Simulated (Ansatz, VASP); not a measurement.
Two plane-wave programs on SnSe2

File INCAR:

```
  PREC = Accurate
  ENCUT = 520
  EDIFF = 1E-6
  ISMEAR = 0
  SIGMA = 0.03
  LREAL = F
  LASPH = T
  NELM = 100
  ALGO = Normal
  ISIF = 2
  LWAVE = F
  LCHARG = F
  GGA = PE
  IVDW = 12
  NBANDS = 35
```

Contents of KPOINTS:

```
regular mesh
0
Gamma
  6 6 2
```

File POSCAR:

```
SnSe2
1.0
    3.6812771897     -0.0851402782      0.0061656630
   -1.9143722387      3.4591339056      0.0281120928
    0.0193098317      0.1128111455     12.1852154492
Sn Se
2 4
Direct
    0.0050390267      0.0013663117     -0.0000261130
    0.0031097858      0.0010860511      0.5010289021
    0.3293111789      0.6636554535      0.1320525527
    0.3355387718      0.6745931740      0.6320547911
    0.6639699936      0.3292160854      0.3674168347
    0.6630312432      0.3300829243      0.8674730324
```

Input for Ansatz:

```yaml
crystal:
  lattice:
    - [3.6812771908, -0.0851402782, 0.006165663]
    - [-1.9143722392, 3.4591339066, 0.0281120928]
    - [0.0193098317, 0.1128111457, 12.1852154699]
  atoms:
    - { symbol: Sn, position: [0.0050390267, 0.0013663117, -2.6113e-05] }
    - { symbol: Sn, position: [0.0031097858, 0.0010860511, 0.5010289021] }
    - { symbol: Se, position: [0.3293111789, 0.6636554535, 0.1320525524] }
    - { symbol: Se, position: [0.3355387718, 0.674593174, 0.6320547909] }
    - { symbol: Se, position: [0.6639699936, 0.3292160854, 0.367416835] }
    - { symbol: Se, position: [0.6630312432, 0.3300829243, 0.8674730327] }
basis:
  ecutwfc: 420
kpoints:
  mp_grid: { grid: [6, 6, 2] }
hamiltonian:
  xc: pbe
  dispersion: d3bj
scf:
  occupations: { method: gaussian, width: 0.03 }
output:
  forces: true
  stress: true
  eigenvalues: true
```

Change from the starting cell: cell sheared at random, sigma 0.03, atoms nudged by 0.01 Å.

Alike in both runs: task single point; functional PBE; dispersion D3(BJ); k mesh 6 × 6 × 2; occupations gaussian, width 0.03 eV; no spin polarisation.

|  | VASP | Ansatz |
| --- | --- | --- |
| version | VASP 6.6.1 | Ansatz 0.2.0 |
| potentials or method | VASP PAW PBE potentials, release 64 (Sn_d, Se), cutoff 520 eV | scalar-relativistic, plane waves, PAW |
| valence electrons in the cell | 52 | 92 |

```tsv
	VASP	Ansatz	Ansatz less VASP
gap on the k mesh at the Fermi level (eV)	0.19	0.19	+0.003
least direct gap on the mesh (eV)	0.70	0.70	+0.002
pressure (GPa)	0.8	0.7	-0.07
traceless stress, the component that is largest in VASP (GPa)	3.65	3.65	+0.004
rms of the force components (eV/Å)	0.134	0.134	0.0000
```

Atom by atom the forces differ by 0.007 eV/Å (rms over components). VASP's potentials hold 52 valence electrons a cell and Ansatz's 92, so a difference there can come from the potentials and not from the codes.
